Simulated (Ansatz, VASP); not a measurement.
VPtSe2: VASP beside Ansatz

INCAR

```
SYSTEM = VPtSe2
ALGO = Normal
EDIFF = 1E-7
EDIFFG = -0.04
ENCUT = 600
GGA = PE
IBRION = 2
ISIF = 3
ISMEAR = 0
ISPIN = 2
LASPH = .TRUE.
LCHARG = .FALSE.
LMAXMIX = 4
LORBIT = 11
LREAL = .FALSE.
LWAVE = .FALSE.
MAGMOM = 2 0 0 0
NELM = 150
NSW = 90
PREC = Accurate
SIGMA = 0.1
```

Contents of KPOINTS:

```
k-points
0
G
  4 4 4
  0 0 0
```

The input POSCAR:

```
VPtSe2
1.0
    4.2571526700      0.0000000000      0.0000000000
    0.0000000000      4.2571526700      0.0000000000
    0.0000000000      0.0000000000      4.5280736300
V Pt Se
1 1 2
Direct
    0.0000000000      0.0000000000      0.0000000000
    0.5000000000      0.5000000000      0.0000000000
    0.5000000000      0.0000000000      0.5000000000
    0.0000000000      0.5000000000      0.5000000000
```

Input for Ansatz:

```yaml
crystal:
  lattice:
    - [4.25715267, 0.0, 0.0]
    - [0.0, 4.25715267, 0.0]
    - [0.0, 0.0, 4.52807363]
  atoms:
    - { symbol: V, position: [0.0, 0.0, 0.0], spin: 2.0 }
    - { symbol: Pt, position: [0.5, 0.5, 0.0] }
    - { symbol: Se, position: [0.5, 0.0, 0.5] }
    - { symbol: Se, position: [0.0, 0.5, 0.5] }
basis:
  ecutwfc: 420
kpoints:
  mp_grid: { grid: [4, 4, 4] }
hamiltonian:
  xc: pbe
scf:
  occupations: { method: gaussian, width: 0.1 }
  lower_state_search: "off"
output:
  forces: true
  stress: true
  eigenvalues: true
  populations: true
magnetization:
  spin_polarized: true
relax:
  adjacent_minimum: "off"
  f_tol: 0.04
  max_steps: 70
  cell: { stress_tol: 0.4 }
```

Change from the starting cell: species swapped into the ErIn2Sn type (P4/mmm, No. 123).

Alike in both runs: task relaxation of cell and atoms; functional PBE; k mesh 4 × 4 × 4; occupations gaussian, width 0.1 eV; collinear spin.

|  | VASP | Ansatz |
| --- | --- | --- |
| version | VASP 6.6.1 | Ansatz 0.2.0 |
| potentials or method | VASP PAW PBE potentials, release 64 (V_sv, Pt, Se), cutoff 600 eV | scalar-relativistic, plane waves, PAW |
| valence electrons in the cell | 35 | 63 |

|  | VASP | Ansatz | Ansatz less VASP |
| --- | --- | --- | --- |
| gap on the k mesh at the Fermi level, each at its own relaxed structure (eV) | none | none | - |
| net moment per atom (μB) | 0.51 | 0.50 | -0.010 |
| size of the moment on the site where the two differ most (μB) | 1.97 | 1.93 | -0.048 |
| relaxed volume (Å³/atom) | 16.64 | 16.57 | -0.062 |
| relaxed length of the cell vector where the two differ most in proportion (Å) | 4.451 | 4.441 | -0.0097 |

Site moments also hang on the region over which each program counts them. A gap of «none» marks a metal or a gap that the smearing closes. VASP's potentials hold 35 valence electrons a cell and Ansatz's 63, so a difference there can come from the potentials and not from the codes.

The k mesh is coarse, so the values compare programs but aren't converged. Spin-orbit coupling is off throughout. Noted on VASP's run: the volume moved by over 15 % at a fixed basis, so the end points are rough.
